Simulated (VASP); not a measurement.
Set up this calculation in VASP 6.6.1, as the native input.

```
Task                   : relaxation of cell and atoms
Functional             : PBEsol
Potentials or basis    : VASP PAW PBE potentials, release 64 (Si, N)
Cutoff                 : 600 eV
k mesh                 : 6 × 6 × 6
Occupations            : gaussian, width 0.02 eV
Spin                   : no spin polarisation
Dipole correction      : no
Further INCAR settings : ALGO = Normal; EDIFF = 1e-07; IBRION = 2; EDIFFG = -0.005; NSW = 100; ISIF = 3
```

The structure of Si3N4 lies in POSCAR:

```
Si3N4
1.0
   -3.2373500000      3.2373500000      3.2373500000
    3.2373500000     -3.2373500000      3.2373500000
    3.2373500000      3.2373500000     -3.2373500000
Si N
6 8
Direct
    0.2500000000      0.1250000000      0.8750000000
    0.8750000000      0.2500000000      0.1250000000
    0.7500000000      0.3750000000      0.6250000000
    0.6250000000      0.7500000000      0.3750000000
    0.1250000000      0.8750000000      0.2500000000
    0.3750000000      0.6250000000      0.7500000000
    0.5628000000      0.5628000000      0.5628000000
    0.4372000000      0.5000000000      0.0000000000
    0.5000000000      0.0000000000      0.9372000000
    0.0000000000      0.4372000000      0.5000000000
    0.9372000000      0.5000000000      0.0000000000
    0.0628000000      0.0628000000      0.0628000000
    0.0000000000      0.9372000000      0.5000000000
    0.5000000000      0.0000000000      0.4372000000
```

The input as run:

INCAR

```
SYSTEM = Si3N4
PREC     = Accurate       ! precision mode
ENCUT    = 600            ! plane-wave cutoff, eV
EDIFF    = 1E-7           ! SCF threshold, eV
ISMEAR   = 0              ! smearing method
SIGMA    = 0.02           ! smearing width, eV
LREAL    = .False.        ! projectors in reciprocal space
LASPH    = .True.         ! aspherical terms in the spheres
NELM     = 60             ! most SCF steps
ALGO     = Normal         ! electronic algorithm
ISIF     = 3              ! what is computed and relaxed
LWAVE    = .False.        ! write WAVECAR
LCHARG   = .False.        ! write CHGCAR
GGA      = PS             ! functional
IBRION   = 2              ! ionic algorithm
NSW      = 100            ! ionic steps
EDIFFG   = -0.005         ! ionic threshold
```

KPOINTS

```
regular mesh
0
Gamma
  6 6 6
  0 0 0
```

Potentials or basis: VASP PAW PBE potentials, release 64 (Si, N).

Launch:

```bash
$ cat potpaw_PBE.64/Si/POTCAR potpaw_PBE.64/N/POTCAR > POTCAR
$ mpirun -np 1 vasp_std > vasp.out
```

Results of the run:

The relaxed volume is 9.61 Å³/atom, the relaxed cell is a = 5.591 Å, b = 5.591 Å, c = 5.591 Å, α = 109.47°, β = 109.47°, γ = 109.47° and the space group after relaxing (to 0.1 Å) is I-43d (No. 220). The energy gained by relaxing is 0.6 meV/atom. The ionic steps are 5 and the pressure after relaxing is 0.0 GPa. The largest force after relaxing is 0.004 eV/Å. The band gap on the k mesh is 3.97 eV (least direct gap 4.14 eV).

Caveat: the PAW data sets were made with another functional, which shifts forces and pressure a little.

It took 7.4 min on 1 thread of Intel(R) Xeon(R) Platinum 8259CL CPU @ 2.50GHz (Skylake/Cascade Lake), on a shared host, peak memory 0.35 GiB.
